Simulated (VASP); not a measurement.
# Cu (I4/mmm) in VASP: a series of runs

Cu is run at these levels: LDA; tasks: single point, relaxation of cell and atoms.

Everything below comes from runs of VASP 6.6.1. Logs are shortened: lines on timing, memory, paths and dates and some standing lists are left out, and cuts for length are marked.

## Step 1: The cell of the first run

Symmetry: I4/mmm, No. 139, tetragonal system. The conventional cell has a = 2.856 Å, b = 2.856 Å, c = 2.683 Å, α = 90.00°, β = 90.00°, γ = 90.00°. Cu (site symmetry 4/mmm) has 14 Cu at 2.42 to 2.86 Å within 3.2 Å.

## Step 2: Single point, LDA

The input, INCAR:

```
SYSTEM = Cu
ALGO     = Normal         ! electronic algorithm
EDIFF    = 1E-6           ! SCF threshold, eV
ENCUT    = 520            ! plane-wave cutoff, eV
GGA      = CA             ! functional
ISIF     = 2              ! what is computed and relaxed
ISMEAR   = -1             ! smearing method
LASPH    = .True.         ! aspherical terms in the spheres
LCHARG   = .True.         ! write CHGCAR
LELF     = .True.         ! ELF
LREAL    = .False.        ! projectors in reciprocal space
LVHAR    = .True.       
LWAVE    = .False.        ! write WAVECAR
NBANDS   = 12             ! bands
NELM     = 100            ! most SCF steps
PREC     = Accurate       ! precision mode
SIGMA    = 0.15           ! smearing width, eV
```

The input, KPOINTS:

```
k-points
0
Gamma
  24 24 24
  0 0 0
```

The input, POSCAR:

```
Cu
1.0
   -1.4278343439      1.4278343439      1.3413077452
    1.4278343439     -1.4278343439      1.3413077452
    1.4278343439      1.4278343439     -1.3413077452
Cu
1
Direct
    0.0000000000      0.0000000000      0.0000000000
```

Potentials or basis: VASP PAW LDA potentials, release 64 (Cu).

Command:

```bash
$ cat potpaw_LDA.64/Cu/POTCAR > POTCAR
$ mpirun -np 1 vasp_std > vasp.out
```

OUTCAR:

```text
SYSTEM = Cu
   EDIFF = 1E-6
   ENCUT = 520
   GGA = CA
   ISIF = 2
   ISMEAR = -1
   LASPH = .True.
   LREAL = .False.
   NELM = 100
   PREC = Accurate

 ion  position               nearest neighbor table
   1  0.000  0.000  0.000-

  LATTYP: Found a body centered tetragonal cell.
 ALAT       =     2.8556686878
 C/A-ratio  =     0.9394001138

  Lattice vectors:

 A1 = (  -1.4278343439,   1.4278343439,   1.3413077452)
 A2 = (   1.4278343439,  -1.4278343439,   1.3413077452)
 A3 = (   1.4278343439,   1.4278343439,  -1.3413077452)

Analysis of symmetry for initial positions (statically):
=====================================================================
 Subroutine PRICEL returns:
 Original cell was already a primitive cell.

 Routine SETGRP: Setting up the symmetry group for a
 body centered tetragonal supercell.

 Subroutine GETGRP returns: Found 16 space group operations
 (whereof 16 operations were pure point group operations)
 out of a pool of 16 trial point group operations.

The static configuration has the point symmetry D_4h.

Analysis of symmetry for dynamics (positions and initial velocities):
=====================================================================
 Subroutine PRICEL returns:
 Original cell was already a primitive cell.

 Routine SETGRP: Setting up the symmetry group for a
 body centered tetragonal supercell.

 Subroutine GETGRP returns: Found 16 space group operations
 (whereof 16 operations were pure point group operations)
 out of a pool of 16 trial point group operations.

The dynamic configuration has the point symmetry D_4h.

 Subroutine INISYM returns: Found 16 space group operations
 (whereof 16 operations are pure point group operations),
 and found     1 'primitive' translations

----------------------------------------------------------------------------------------

                                     Primitive cell

  volume of cell :      10.9382

  direct lattice vectors                    reciprocal lattice vectors
    -1.427834344  1.427834344  1.341307745     0.000000000  0.350180679  0.372770531
     1.427834344 -1.427834344  1.341307745     0.350180679  0.000000000  0.372770531
     1.427834344  1.427834344 -1.341307745     0.350180679  0.350180679  0.000000000

  length of vectors
     2.424155171  2.424155171  2.424155171     0.511453201  0.511453201  0.495230265

  position of ions in fractional coordinates (direct lattice)
     0.000000000  0.000000000  0.000000000

  ion indices of the primitive-cell ions
   primitive index   ion index
                 1           1

----------------------------------------------------------------------------------------

 KPOINTS: k-points

Automatic generation of k-mesh.
 Grid dimensions read from file:
 generate k-points for:   24   24   24

 Generating k-lattice:

  Cartesian coordinates                     Fractional coordinates (reciprocal lattice)
     0.000000000  0.014590862  0.015532105     0.041666667  0.000000000  0.000000000
     0.014590862  0.000000000  0.015532105     0.000000000  0.041666667  0.000000000
     0.014590862  0.014590862  0.000000000     0.000000000  0.000000000  0.041666667

  Length of vectors
     0.021310550  0.021310550  0.020634594

  Shift w.r.t. Gamma in fractional coordinates (k-lattice)
     0.000000000  0.000000000  0.000000000

 Subroutine IBZKPT returns following result:
 ===========================================

 Found   1063 irreducible k-points:

 Following reciprocal coordinates:
            Coordinates               Weight
  0.000000  0.000000  0.000000      1.000000
  0.041667 -0.000000  0.000000      8.000000
  0.083333  0.000000  0.000000      8.000000
  0.125000 -0.000000  0.000000      8.000000
  0.166667  0.000000  0.000000      8.000000
  0.208333 -0.000000  0.000000      8.000000
[... 16 lines left out ...]
  0.416667  0.041667  0.000000     16.000000
  0.458333  0.041667  0.000000     16.000000
 [... further k-points ...]
   k-points           NKPTS =   1063   k-points in BZ     NKDIM =   1063   number of bands    NBANDS=     12
   number of dos      NEDOS =    301   number of ions     NIONS =      1
   total plane-waves  NPLWV =   5832
   dimension x,y,z NGX =    18 NGY =   18 NGZ =   18
   dimension x,y,z NGXF=    36 NGYF=   36 NGZF=   36
   ions per type =               1
   NGX,Y,Z   is equivalent  to a cutoff of  12.34, 12.34, 12.34 a.u.
   NGXF,Y,Z  is equivalent  to a cutoff of  24.69, 24.69, 24.69 a.u.
 SYSTEM =  Cu
   PREC   = accura    normal or accurate (medium, high low for compatibility)
   ISTART =      0    job   : 0-new  1-cont  2-samecut
   ICHARG =      2    charge: 1-file 2-atom 10-const
   ISPIN  =      1    spin polarized calculation?
   LNONCOLLINEAR =      F non collinear calculations
   LSORBIT =      F    spin-orbit coupling
   LASPH  =      T    aspherical Exc in radial PAW
   ENCUT  =  520.0 eV  38.22 Ry    6.18 a.u.   4.51  4.51  4.51*2*pi/ulx,y,z
   NELM   =    100;   NELMIN=  2; NELMDL= -5     # of ELM steps
   EDIFF  = 0.1E-05   stopping-criterion for ELM
   LREAL  =      F    real-space projection
   EDIFFG = 0.1E-04   stopping-criterion for IOM
   NSW    =      0    number of steps for IOM
   IBRION =     -1    ionic relax: 0-MD 1-quasi-New 2-CG
   NFREE  =      0    steps in history (QN), initial steepest desc. (CG)
   ISIF   =      2    stress and relaxation
   ISYM   =      2    0-nonsym 1-usesym 2-fastsym
   POTIM  = 0.5000    time-step for ionic-motion
   TEBEG  =    0.0;   TEEND  =   0.0 temperature during run
   PSTRESS=    0.0 pullay stress
   NELECT =      11.0000    total number of electrons
   NUPDOWN=      -1.0000    fix difference up-down
   EMIN   =  10.00;   EMAX   =-10.00  energy-range for DOS
   EFERMI =   0.00;   METHOD = LEGACY
   ISMEAR =    -1;   SIGMA  =   0.15  broadening in eV -4-tet -1-fermi 0-gaus
   EFERMI_NEDOS =   21; number of points for ismear=-14 and -15
   IALGO  =     38    algorithm
   IMIX   =      4    mixing-type and parameters
     AMIX     =   0.40;   BMIX     =  1.00
     AMIX_MAG =   1.60;   BMIX_MAG =  1.00
  volume/ion in A,a.u.               =      10.94        73.81
  Fermi-wavevector in a.u.,A,eV,Ry     =   1.640178  3.099487 36.602183  2.690185
  Thomas-Fermi vector in A             =   2.730860
   LORBIT       =      0    0 simple, 1 ext, 2 COOP (PROOUT), +10 PAW based schemes
   GGA     = CA    functional components
   LHFCALC =     F    Hartree Fock is set to
   AEXX    =    0.0000 exact exchange contribution
   IVDW    =     0    specifies the selected vdW correction
   LEPSILON=     F    determine dielectric tensor
   LRPA    =     F    only Hartree local field effects (RPA)
 non-spin polarized calculation
  energy-cutoff  :      520.00
  volume of cell :       10.94
 maximum number of plane-waves:       313
 NGX is ok and might be reduce to    18
   NGX =  9   NGY =  9   NGZ =  9

 number of electron      11.0000003 magnetization

 Free energy of the ion-electron system (eV)
  ---------------------------------------------------
  ext. energy  EPLUGINS =         0.00000000
  ---------------------------------------------------
  free energy    TOTEN  =        -4.67929129 eV

  energy without entropy =       -4.65666771  energy(sigma->0) =       -4.66797950

 E-fermi :   8.3462     XC(G=0): -13.5584

 val. band max:        8.3401639781   @ k =   0.5000   0.2500   0.1250
 cond. band min:       8.3504293483   @ k =  -0.0833  -0.4583   0.0833
 fundamental gap:      0.0102653702
 Fermi energy:         8.3462063441

 k-point     1 :       0.0000    0.0000    0.0000
  band No.  band energies     occupation
      1      -1.6015      2.00000
      2       4.7561      2.00000
      3       5.0395      2.00000
      4       5.0395      2.00000
      5       5.9141      2.00000
      6       6.2173      2.00000
      7      33.5240      0.00000
      8      33.5240      0.00000
      9      35.2722      0.00000
     10      37.9200      0.00000
     11      38.0776      0.00000
     12      38.1347      0.00000

 k-point     2 :       0.0417   -0.0000    0.0000
  band No.  band energies     occupation
      1      -1.5289      2.00000
      2       4.7640      2.00000
      3       5.0372      2.00000
      4       5.0453      2.00000
      5       5.9155      2.00000
      6       6.2053      2.00000
      7      33.1669      0.00000
      8      33.3345      0.00000
      9      34.6610      0.00000
     10      36.9446      0.00000
     11      37.2150      0.00000
     12      37.6226      0.00000

 k-point     3 :       0.0833    0.0000    0.0000
  band No.  band energies     occupation
      1      -1.3128      2.00000
      2       4.7675      2.00000
      3       5.0282      2.00000
      4       5.0830      2.00000
      5       5.9197      2.00000
      6       6.1739      2.00000
      7      31.9579      0.00000
      8      32.8623      0.00000
      9      33.3155      0.00000
     10      35.5566      0.00000
     11      36.3819      0.00000
     12      37.2488      0.00000
[... 286 lines left out ...]
 k-point    23 :       0.4167    0.0417    0.0000
  band No.  band energies     occupation
      1       2.8139      2.00000
      2       4.0630      2.00000
      3       5.9751      2.00000
      4       6.2736      2.00000
      5       6.5976      1.99998
      6       7.4104      1.99610
      7      14.4395      0.00000
      8      25.5886      0.00000
      9      26.2292      0.00000
     10      30.7351      0.00000
     11      33.8952      0.00000
     12      42.0531      0.00000

 k-point    24 :       0.4583    0.0417    0.0000
  band No.  band energies     occupation
      1       2.8577      2.00000
      2       4.0360      2.00000
      3       6.0170      2.00000
      4       6.2887      2.00000
      5       6.7407      1.99996
      6       7.9455      1.87061
      7      13.4906      0.00000
      8      25.3549      0.00000
      9      26.0509      0.00000
     10      30.6845      0.00000
     11      33.9044      0.00000
     12      42.6531      0.00000

 [... further k-points ...]
[... 5 lines left out ...]
  --------------------------------------------------------------------------------------
  -------------------------------------------------------------------------------------
  Total        0.0591471      0.0591471      0.0618596      0.0000000      0.0000000      0.0000000
  in kB        8.6636268      8.6636268      9.0609513      0.0000000      0.0000000      0.0000000
  external PRESSURE =       8.7960683 kB  Pullay stress =       0.0000000 kB

 VOLUME and BASIS-vectors are now :
 -----------------------------------------------------------------------------
  energy-cutoff  :      520.00
  volume of cell :       10.94
      direct lattice vectors                 reciprocal lattice vectors
    -1.427834344  1.427834344  1.341307745     0.000000000  0.350180679  0.372770531
     1.427834344 -1.427834344  1.341307745     0.350180679  0.000000000  0.372770531
     1.427834344  1.427834344 -1.341307745     0.350180679  0.350180679  0.000000000

 POSITION                                       TOTAL-FORCE (eV/Angst)
 -----------------------------------------------------------------------------------
      0.00000      0.00000      0.00000         0.000000      0.000000     -0.000000
 -----------------------------------------------------------------------------------
    total drift:                                0.000000     -0.000000      0.000000

  FREE ENERGIE OF THE ION-ELECTRON SYSTEM (eV)
  ---------------------------------------------------
  free  energy   TOTEN  =        -4.6792912861 eV

  energy  without entropy=       -4.6566677143  energy(sigma->0) =       -4.66797950
```

Wall time 62 s (1 thread of AMD EPYC 9R14 (Zen 4), shared host); peak memory 0.2 GiB.

What came out:

```
Free energy : -4.6793 eV
Pressure    : 0.9 GPa
```

Levels at points of the mesh, in eV from the Fermi level:
| k point | band 2 | band 3 | band 4 | band 5 | band 6 | band 7 | band 8 | band 9 | band 10 | band 11 |
| --- | --- | --- | --- | --- | --- | --- | --- | --- | --- | --- |
| (0.00, 0.00, 0.00) | -3.59 | -3.31 | -3.31 | -2.43 | -2.13 | 25.18 | 25.18 | 26.93 | 29.57 | 29.73 |
| (0.50, 0.00, 0.00) | -4.32 | -2.30 | -2.01 | -1.44 | -0.59 | 5.01 | 17.62 | 17.77 | 21.87 | 25.15 |
| (0.50, 0.50, 0.00) | -3.98 | -2.52 | -2.21 | -1.47 | -1.10 | 4.29 | 19.31 | 19.73 | 23.44 | 26.61 |
| (0.50, 0.50, 0.50) | -5.09 | -1.65 | -1.65 | -1.58 | 7.68 | 7.68 | 10.19 | 13.66 | 14.43 | 17.75 |

## Step 3: Relaxation of cell and atoms, LDA

The input, INCAR:

```
  ALGO = Fast
  EDIFF = 1E-6
  EDIFFG = -0.001
  ENCUT = 600
  GGA = CA
  IBRION = 2
  ISIF = 3
  ISMEAR = -1
  LASPH = True
  LCHARG = False
  LREAL = False
  LWAVE = False
  NELM = 80
  NSW = 80
  PREC = Accurate
  SIGMA = 0.15
```

The input, KPOINTS:

```
k-points
0
Gamma
  24 24 24
```

The input, POSCAR:

```
Cu
1.0
   -1.4275229676      1.4275229676      1.3411469829
    1.4275229676     -1.4275229676      1.3411469829
    1.4275229676      1.4275229676     -1.3411469829
Cu
1
Direct
    0.0000000000      0.0000000000      0.0000000000
```

Potentials or basis: VASP PAW LDA potentials, release 64 (Cu).

Command:

```bash
$ cat potpaw_LDA.64/Cu/POTCAR > POTCAR
$ mpirun -np 1 vasp_std > vasp.out
```

Wall time 6.8 min (1 thread of AMD EPYC 9R14 (Zen 4), shared host); peak memory 0.22 GiB.

It converged, with:

| Property | Result |
| --- | --- |
| Free energy | -4.6795 eV |
| Relaxed volume | 10.99 Å³/atom |
| Relaxed cell | a = 2.428 Å, b = 2.428 Å, c = 2.428 Å, α = 107.83°, β = 107.83°, γ = 112.80° |
| Space group after relaxing (to 0.05 Å) | I4/mmm (No. 139) |
| Energy gained by relaxing | 0.2 meV/atom |
| Ionic steps | 14 |
| Pressure after relaxing | 0.0 GPa |

Step by step:
```csv
step,energy change (eV),largest force (eV/Å),pressure (GPa),volume (Å³)
1,0.0000,0.0000,2.68,10.93
2,0.0024,0.0000,-3.96,11.22
3,-0.0002,0.0000,-0.31,11.01
4,-0.0002,0.0000,-0.21,11.00
5,-0.0002,0.0000,0.71,10.99
6,-0.0002,0.0000,-0.65,11.00
7,-0.0002,0.0000,-0.06,10.99
8,-0.0002,0.0000,-0.09,10.99
9,-0.0002,0.0000,0.48,10.99
10,-0.0002,0.0000,0.15,10.99
11,-0.0002,0.0000,-0.90,10.99
12,-0.0002,0.0000,0.81,10.99
13,-0.0002,0.0000,-0.35,10.99
14,-0.0002,0.0000,0.01,10.99
```

Final structure:
```cif
data_structure
_symmetry_space_group_name_H-M 'P 1'
_symmetry_Int_Tables_number 1
_cell_length_a 2.4281
_cell_length_b 2.4281
_cell_length_c 2.4281
_cell_angle_alpha 107.831
_cell_angle_beta 107.831
_cell_angle_gamma 112.805
_cell_volume 10.99
loop_
_atom_site_label
_atom_site_type_symbol
_atom_site_fract_x
_atom_site_fract_y
_atom_site_fract_z
_atom_site_occupancy
Cu1 Cu 0.00000 0.00000 0.00000 1
```

Levels at points of the mesh, in eV from the Fermi level:
```tsv
k point	band 4	band 5	band 6	band 7	band 8	band 9
(0.00, 0.00, 0.00)	-3.29	-2.42	-2.12	25.13	25.13	26.87
(0.50, 0.00, 0.00)	-2.00	-1.43	-0.58	4.98	17.58	17.71
(0.50, 0.50, 0.00)	-2.20	-1.47	-1.08	4.26	19.26	19.65
(0.50, 0.50, 0.50)	-1.65	-1.58	7.66	7.66	10.16	13.63
```

(Continued in part 2 of 2.)
